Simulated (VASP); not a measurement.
# CoW3 (Pm-3m) in VASP: single point with PBE

Aim: the single point of CoW3 with PBE.

All numbers are computed with VASP 6.6.1; they aren't measurements. Logs are shortened: lines on timing, memory, paths and dates and some standing lists are left out, and cuts for length are marked.

## (1) The cell of the first run

It takes space group Pm-3m (No. 221, cubic). The conventional cell has a = 4.058 Å, b = 4.058 Å, c = 4.058 Å, α = 90.00°, β = 90.00°, γ = 90.00°. Co (site symmetry m-3m) has 12 W at 2.87 Å within 3.8 Å. W (site symmetry 4/mmm) has 4 Co at 2.87 Å and 8 W at 2.87 Å within 3.8 Å.

## (2) Single point, PBE, collinear spin, ferromagnetic start

Contents of INCAR:

```
ALGO = Normal
EDIFF = 1E-6
ENCUT = 520
GGA = PE
ISIF = 2
ISMEAR = -1
ISPIN = 2
LASPH = True
LCHARG = False
LMAXMIX = 4
LORBIT = 11
LREAL = False
LWAVE = False
MAGMOM = 3.2 0 0 0
NBANDS = 38
NELM = 150
PREC = Accurate
SIGMA = 0.1
```

Contents of KPOINTS:

```
k-points
0
Gamma
  6 6 6
```

Contents of POSCAR:

```
CoW3
1.0
    4.0577794043      0.0000000000      0.0000000000
    0.0000000000      4.0577794043      0.0000000000
    0.0000000000      0.0000000000      4.0577794043
Co W
1 3
Direct
    0.0000000000      0.0000000000      0.0000000000
    0.0000000000      0.5000000000      0.5000000000
    0.5000000000      0.0000000000      0.5000000000
    0.5000000000      0.5000000000      0.0000000000
```

Potentials or basis: VASP PAW PBE potentials, release 64 (Co, W_sv).

Started as:

```console
$ cat potpaw_PBE.64/Co/POTCAR potpaw_PBE.64/W_sv/POTCAR > POTCAR
$ mpirun -np 1 vasp_std > vasp.out
```

OUTCAR:

```text
EDIFF = 1E-6
   ENCUT = 520
   GGA = PE
   ISIF = 2
   ISMEAR = -1
   ISPIN = 2
   LASPH = True
   LORBIT = 11
   LREAL = False
   NELM = 150
   PREC = Accurate

 ion  position               nearest neighbor table
   1  0.000  0.000  0.000-   2 2.87   3 2.87   4 2.87   2 2.87   3 2.87   2 2.87   4 2.87   2 2.87
                             3 2.87   4 2.87   3 2.87   4 2.87
   2  0.000  0.500  0.500-   1 2.87   3 2.87   4 2.87   1 2.87   4 2.87   1 2.87   3 2.87   1 2.87
                             3 2.87   4 2.87   4 2.87   3 2.87
   3  0.500  0.000  0.500-   1 2.87   2 2.87   4 2.87   1 2.87   4 2.87   2 2.87   4 2.87   4 2.87
                             1 2.87   2 2.87   1 2.87   2 2.87
   4  0.500  0.500  0.000-   1 2.87   2 2.87   3 2.87   2 2.87   3 2.87   1 2.87   3 2.87   3 2.87
                             1 2.87   2 2.87   2 2.87   1 2.87

  LATTYP: Found a simple cubic cell.
 ALAT       =     4.0577794043

  Lattice vectors:

 A1 = (   4.0577794043,   0.0000000000,   0.0000000000)
 A2 = (   0.0000000000,   4.0577794043,   0.0000000000)
 A3 = (   0.0000000000,   0.0000000000,   4.0577794043)

Analysis of symmetry for initial positions (statically):
=====================================================================
 Subroutine PRICEL returns:
 Original cell was already a primitive cell.

 Routine SETGRP: Setting up the symmetry group for a
 simple cubic supercell.

 Subroutine GETGRP returns: Found 48 space group operations
 (whereof 48 operations were pure point group operations)
 out of a pool of 48 trial point group operations.

The static configuration has the point symmetry O_h .

Analysis of symmetry for dynamics (positions and initial velocities):
=====================================================================
 Subroutine PRICEL returns:
 Original cell was already a primitive cell.

 Routine SETGRP: Setting up the symmetry group for a
 simple cubic supercell.

 Subroutine GETGRP returns: Found 48 space group operations
 (whereof 48 operations were pure point group operations)
 out of a pool of 48 trial point group operations.

The dynamic configuration has the point symmetry O_h .

Analysis of structural, dynamic, and magnetic symmetry:
=====================================================================
 Subroutine PRICEL returns:
 Original cell was already a primitive cell.

 Routine SETGRP: Setting up the symmetry group for a
 simple cubic supercell.

 Subroutine GETGRP returns: Found 48 space group operations
 (whereof 48 operations were pure point group operations)
 out of a pool of 48 trial point group operations.

The overall configuration has the point symmetry O_h .

 Subroutine INISYM returns: Found 48 space group operations
 (whereof 48 operations are pure point group operations),
 and found     1 'primitive' translations

----------------------------------------------------------------------------------------

                                     Primitive cell

  volume of cell :      66.8137

  direct lattice vectors                    reciprocal lattice vectors
     4.057779404  0.000000000  0.000000000     0.246440208  0.000000000  0.000000000
     0.000000000  4.057779404  0.000000000     0.000000000  0.246440208  0.000000000
     0.000000000  0.000000000  4.057779404     0.000000000  0.000000000  0.246440208

  length of vectors
     4.057779404  4.057779404  4.057779404     0.246440208  0.246440208  0.246440208

  position of ions in fractional coordinates (direct lattice)
     0.000000000  0.000000000  0.000000000
     0.000000000  0.500000000  0.500000000
     0.500000000  0.000000000  0.500000000
     0.500000000  0.500000000  0.000000000

  ion indices of the primitive-cell ions
   primitive index   ion index
                 1           1
                 2           2
                 3           3
                 4           4

----------------------------------------------------------------------------------------

 KPOINTS: k-points

Automatic generation of k-mesh.
 Grid dimensions read from file:
 generate k-points for:    6    6    6

 Generating k-lattice:

  Cartesian coordinates                     Fractional coordinates (reciprocal lattice)
     0.041073368  0.000000000  0.000000000     0.166666667  0.000000000  0.000000000
     0.000000000  0.041073368  0.000000000     0.000000000  0.166666667  0.000000000
     0.000000000  0.000000000  0.041073368     0.000000000  0.000000000  0.166666667

  Length of vectors
     0.041073368  0.041073368  0.041073368

  Shift w.r.t. Gamma in fractional coordinates (k-lattice)
     0.000000000  0.000000000  0.000000000

 Subroutine IBZKPT returns following result:
 ===========================================

 Found     20 irreducible k-points:

 Following reciprocal coordinates:
            Coordinates               Weight
  0.000000  0.000000  0.000000      1.000000
  0.166667  0.000000  0.000000      6.000000
  0.333333  0.000000  0.000000      6.000000
  0.500000  0.000000  0.000000      3.000000
  0.166667  0.166667  0.000000     12.000000
  0.333333  0.166667  0.000000     24.000000
[... 12 lines left out ...]
  0.500000  0.500000  0.333333      6.000000
  0.500000  0.500000  0.500000      1.000000
   k-points           NKPTS =     20   k-points in BZ     NKDIM =     20   number of bands    NBANDS=     38
   number of dos      NEDOS =    301   number of ions     NIONS =      4
   total plane-waves  NPLWV =  27000
   dimension x,y,z NGX =    30 NGY =   30 NGZ =   30
   dimension x,y,z NGXF=    60 NGYF=   60 NGZF=   60
   ions per type =               1   3
   NGX,Y,Z   is equivalent  to a cutoff of  12.29, 12.29, 12.29 a.u.
   NGXF,Y,Z  is equivalent  to a cutoff of  24.58, 24.58, 24.58 a.u.
 SYSTEM =  unknown system
   PREC   = accura    normal or accurate (medium, high low for compatibility)
   ISTART =      0    job   : 0-new  1-cont  2-samecut
   ICHARG =      2    charge: 1-file 2-atom 10-const
   ISPIN  =      2    spin polarized calculation?
   LNONCOLLINEAR =      F non collinear calculations
   LSORBIT =      F    spin-orbit coupling
   LASPH  =      T    aspherical Exc in radial PAW
   ENCUT  =  520.0 eV  38.22 Ry    6.18 a.u.   7.54  7.54  7.54*2*pi/ulx,y,z
   NELM   =    150;   NELMIN=  2; NELMDL= -5     # of ELM steps
   EDIFF  = 0.1E-05   stopping-criterion for ELM
   LREAL  =      F    real-space projection
   EDIFFG = 0.1E-04   stopping-criterion for IOM
   NSW    =      0    number of steps for IOM
[... 5 lines left out ...]
   TEBEG  =    0.0;   TEEND  =   0.0 temperature during run
   PSTRESS=    0.0 pullay stress
   NELECT =      51.0000    total number of electrons
   NUPDOWN=      -1.0000    fix difference up-down
   EMIN   =  10.00;   EMAX   =-10.00  energy-range for DOS
   EFERMI =   0.00;   METHOD = LEGACY
   ISMEAR =    -1;   SIGMA  =   0.10  broadening in eV -4-tet -1-fermi 0-gaus
   EFERMI_NEDOS =   21; number of points for ismear=-14 and -15
   IALGO  =     38    algorithm
   IMIX   =      4    mixing-type and parameters
     AMIX     =   0.40;   BMIX     =  1.00
     AMIX_MAG =   1.60;   BMIX_MAG =  1.00
  volume/ion in A,a.u.               =      16.70       112.72
  Fermi-wavevector in a.u.,A,eV,Ry     =   1.496155  2.827322 30.456348  2.238478
  Thomas-Fermi vector in A             =   2.608207
   LORBIT       =     11    0 simple, 1 ext, 2 COOP (PROOUT), +10 PAW based schemes
   GGA     = PE    functional components
   LHFCALC =     F    Hartree Fock is set to
   AEXX    =    0.0000 exact exchange contribution
   IVDW    =     0    specifies the selected vdW correction
   LEPSILON=     F    determine dielectric tensor
   LRPA    =     F    only Hartree local field effects (RPA)
 spin polarized calculation
  energy-cutoff  :      520.00
  volume of cell :       66.81
 maximum number of plane-waves:      1856
   NGX = 15   NGY = 15   NGZ = 15

 number of electron      50.9999996 magnetization       0.9963521

 Free energy of the ion-electron system (eV)
  ---------------------------------------------------
  ext. energy  EPLUGINS =         0.00000000
  ---------------------------------------------------
  free energy    TOTEN  =       -44.28851712 eV

  energy without entropy =      -44.12098827  energy(sigma->0) =      -44.20475269

 E-fermi :   8.9711     XC(G=0): -12.8326

 val. band max:        8.9708745365   @ k =   0.5000   0.0000   0.0000
 cond. band min:       8.9790481453   @ k =   0.3333   0.3333   0.0000
 fundamental gap:      0.0081736089
 Fermi energy:         8.9711025509

 spin component 1

 k-point     1 :       0.0000    0.0000    0.0000
  band No.  band energies     occupation
      1     -64.9202      1.00000
      2     -64.8243      1.00000
      3     -64.8243      1.00000
      4     -29.3813      1.00000
      5     -29.3813      1.00000
      6     -29.3813      1.00000
[... 29 lines left out ...]
     36      14.5090      0.00000
     37      19.3910      0.00000

 k-point     2 :       0.1667    0.0000    0.0000
  band No.  band energies     occupation
      1     -64.9146      1.00000
      2     -64.8300      1.00000
      3     -64.8243      1.00000
      4     -29.3552      1.00000
      5     -29.3552      1.00000
      6     -29.3397      1.00000
[... 29 lines left out ...]
     36      14.8361      0.00000
     37      17.7804      0.00000

 k-point     3 :       0.3333    0.0000    0.0000
  band No.  band energies     occupation
      1     -64.9000      1.00000
      2     -64.8445      1.00000
      3     -64.8242      1.00000
      4     -29.2923      1.00000
      5     -29.2923      1.00000
      6     -29.2241      1.00000
[... 29 lines left out ...]
     36      16.3724      0.00000
     37      16.7510      0.00000
[... 601 lines left out ...]
 k-point    19 :       0.5000    0.5000    0.3333
  band No.  band energies     occupation
      1     -64.8560      1.00000
      2     -64.8560      1.00000
      3     -64.8560      1.00000
      4     -29.5473      1.00000
      5     -29.3324      1.00000
      6     -29.2911      1.00000
[... 29 lines left out ...]
     36      14.1577      0.00000
     37      17.7303      0.00000

 k-point    20 :       0.5000    0.5000    0.5000
  band No.  band energies     occupation
      1     -64.8560      1.00000
      2     -64.8560      1.00000
      3     -64.8560      1.00000
      4     -29.5995      1.00000
      5     -29.3316      1.00000
      6     -29.3316      1.00000
[... 29 lines left out ...]
     36      13.8099      0.00000
     37      17.4659      0.00000
 Fermi energy:         8.9711025509

 spin component 2

 k-point     1 :       0.0000    0.0000    0.0000
  band No.  band energies     occupation
      1     -64.9119      1.00000
      2     -64.8161      1.00000
      3     -64.8161      1.00000
      4     -29.3695      1.00000
      5     -29.3695      1.00000
      6     -29.3695      1.00000
[... 29 lines left out ...]
     36      14.5356      0.00000
     37      19.4595      0.00000

 k-point     2 :       0.1667    0.0000    0.0000
  band No.  band energies     occupation
      1     -64.9063      1.00000
      2     -64.8218      1.00000
      3     -64.8162      1.00000
      4     -29.3435      1.00000
      5     -29.3435      1.00000
      6     -29.3281      1.00000
[... 29 lines left out ...]
     36      14.8769      0.00000
     37      17.9207      0.00000

 k-point     3 :       0.3333    0.0000    0.0000
  band No.  band energies     occupation
      1     -64.8917      1.00000
      2     -64.8363      1.00000
      3     -64.8160      1.00000
      4     -29.2806      1.00000
      5     -29.2806      1.00000
      6     -29.2126      1.00000
[... 29 lines left out ...]
     36      16.4309      0.00000
     37      16.9380      0.00000
[... 601 lines left out ...]
 k-point    19 :       0.5000    0.5000    0.3333
  band No.  band energies     occupation
      1     -64.8478      1.00000
      2     -64.8478      1.00000
      3     -64.8478      1.00000
      4     -29.5354      1.00000
      5     -29.3206      1.00000
      6     -29.2793      1.00000
[... 29 lines left out ...]
     36      14.2011      0.00000
     37      17.8937      0.00000

 k-point    20 :       0.5000    0.5000    0.5000
  band No.  band energies     occupation
      1     -64.8478      1.00000
      2     -64.8478      1.00000
      3     -64.8478      1.00000
      4     -29.5876      1.00000
      5     -29.3198      1.00000
      6     -29.3198      1.00000
[... 29 lines left out ...]
     36      13.8513      0.00000
     37      17.6343      0.00000
 [bands above 37 left out]

------------------------ aborting loop because EDIFF is reached ----------------------------------------

  FORCE on cell =-STRESS in cart. coord.  units (eV):
  Direction    XX          YY          ZZ          XY          YZ          ZX
  --------------------------------------------------------------------------------------
  -------------------------------------------------------------------------------------
  Total      -10.1784255    -10.1784255    -10.1784255      0.0000000     -0.0000000      0.0000000
  in kB     -244.0764534   -244.0764534   -244.0764534      0.0000000     -0.0000000      0.0000000
  external PRESSURE =    -244.0764534 kB  Pullay stress =       0.0000000 kB

 VOLUME and BASIS-vectors are now :
 -----------------------------------------------------------------------------
  energy-cutoff  :      520.00
  volume of cell :       66.81
      direct lattice vectors                 reciprocal lattice vectors
     4.057779404  0.000000000  0.000000000     0.246440208  0.000000000  0.000000000
     0.000000000  4.057779404  0.000000000     0.000000000  0.246440208  0.000000000
     0.000000000  0.000000000  4.057779404     0.000000000  0.000000000  0.246440208

 POSITION                                       TOTAL-FORCE (eV/Angst)
 -----------------------------------------------------------------------------------
      0.00000      0.00000      0.00000         0.000000      0.000000      0.000000
      0.00000      2.02889      2.02889         0.000000      0.000000      0.000000
      2.02889      0.00000      2.02889         0.000000      0.000000      0.000000
      2.02889      2.02889      0.00000         0.000000      0.000000      0.000000
 -----------------------------------------------------------------------------------
    total drift:                                0.000000      0.000000     -0.000000

  FREE ENERGIE OF THE ION-ELECTRON SYSTEM (eV)
  ---------------------------------------------------
  free  energy   TOTEN  =       -44.2885171212 eV

  energy  without entropy=      -44.1209882663  energy(sigma->0) =      -44.20475269

 total charge

# of ion       s       p       d       tot
------------------------------------------
    1        0.416   0.452   7.199   8.066
    2        2.388   6.251   3.212  11.851
    3        2.388   6.251   3.212  11.851
    4        2.388   6.251   3.212  11.851
--------------------------------------------------
tot          7.580  19.205  16.834  43.618

 magnetization (x)

# of ion       s       p       d       tot
------------------------------------------
    1        0.005   0.009   0.951   0.965
    2       -0.001  -0.004   0.021   0.015
    3       -0.001  -0.004   0.021   0.015
    4       -0.001  -0.004   0.021   0.015
--------------------------------------------------
tot          0.002  -0.003   1.013   1.011
```

Run time: 3.5 min. Hardware: 1 thread of AMD EPYC 7R43 (Zen 3), shared host; peak memory 0.19 GiB.

What came out:

- Free energy: -44.2885 eV
- Pressure: -24.4 GPa
- Band gap on the k mesh: zero (filled and empty bands overlap)
- Net moment: 1.00 μB per cell
- Site moments: Co +0.96; W +0.01 μB
- Valence electrons inside the program's atomic spheres: Co 8.07; W 11.85

Caveat: the cell stands under tension; spin-orbit coupling is left out, which moves the levels of the heavy elements.
